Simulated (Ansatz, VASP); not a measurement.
**MgCd2O3: VASP beside Ansatz**

File INCAR:

```
SYSTEM = MgCd2O3
PREC = Accurate ; ENCUT = 600
EDIFF = 1E-6 ; ISMEAR = 0
SIGMA = 0.1 ; LREAL = .False.
LASPH = .True. ; NELM = 100
ALGO = Normal ; ISIF = 3
LWAVE = .False. ; LCHARG = .False.
GGA = PE ; IBRION = 2
NSW = 100 ; EDIFFG = -0.01
```

The input KPOINTS:

```
Automatic mesh
0
Gamma
  6 6 12
  0 0 0
```

Contents of POSCAR:

```
MgCd2O3
1.0
    5.8303057185      0.0000000000      0.0000000000
   -2.9151528593      5.0491928641      0.0000000000
    0.0000000000      0.0000000000      3.0934932474
Mg Cd O
1 2 3
Direct
    0.0000000000      0.0000000000      0.0000000000
    0.6666666667      0.3333333333      0.0000000000
    0.3333333333      0.6666666667      0.0000000000
    0.5000000000      0.0000000000      0.5000000000
    0.5000000000      0.5000000000      0.5000000000
    0.0000000000      0.5000000000      0.5000000000
```

Input for Ansatz:

```yaml
crystal:
  lattice:
    - [5.8303057185, 0.0, 0.0]
    - [-2.9151528593, 5.0491928641, 0.0]
    - [0.0, 0.0, 3.0934932474]
  atoms:
    - { symbol: Mg, position: [0.0, 0.0, 0.0] }
    - { symbol: Cd, position: [0.6666666667, 0.3333333333, 0.0] }
    - { symbol: Cd, position: [0.3333333333, 0.6666666667, 0.0] }
    - { symbol: O, position: [0.5, 0.0, 0.5] }
    - { symbol: O, position: [0.5, 0.5, 0.5] }
    - { symbol: O, position: [0.0, 0.5, 0.5] }
basis:
  ecutwfc: 420
kpoints:
  mp_grid: { grid: [6, 6, 12] }
hamiltonian:
  xc: pbe
scf:
  occupations: { method: gaussian, width: 0.1 }
output:
  forces: true
  stress: true
  eigenvalues: true
  write_density: true
  write_potential: true
  elf: true
  volumetric_format: npy
relax:
  adjacent_minimum: "off"
  f_tol: 0.01
  max_steps: 80
  cell: { stress_tol: 0.05 }
```

Change from the starting cell: species swapped into the PrAl3Ni2 type (P6/mmm, No. 191).

Alike in both runs: task relaxation of cell and atoms; functional PBE; k mesh 6 × 6 × 12; occupations gaussian, width 0.1 eV; no spin polarisation.

|  | VASP | Ansatz |
| --- | --- | --- |
| version | VASP 6.6.1 | Ansatz 0.2.0 |
| potentials or method | VASP PAW PBE potentials, release 64 (Mg, Cd, O), cutoff 600 eV | scalar-relativistic, plane waves, PAW |
| valence electrons in the cell | 44 | 68 |

|  | VASP | Ansatz | Ansatz less VASP |
| --- | --- | --- | --- |
| gap on the k mesh at the Fermi level, each at its own relaxed structure (eV) | none | none | - |
| relaxed volume (Å³/atom) | 15.30 | 15.15 | -0.146 |
| relaxed cell length with the largest relative difference (Å) | 5.840 | 5.821 | -0.0188 |

A gap of «none» marks a metal or a gap that the smearing closes. VASP's potentials hold 44 valence electrons a cell and Ansatz's 68, so a difference there can come from the potentials and not from the codes.
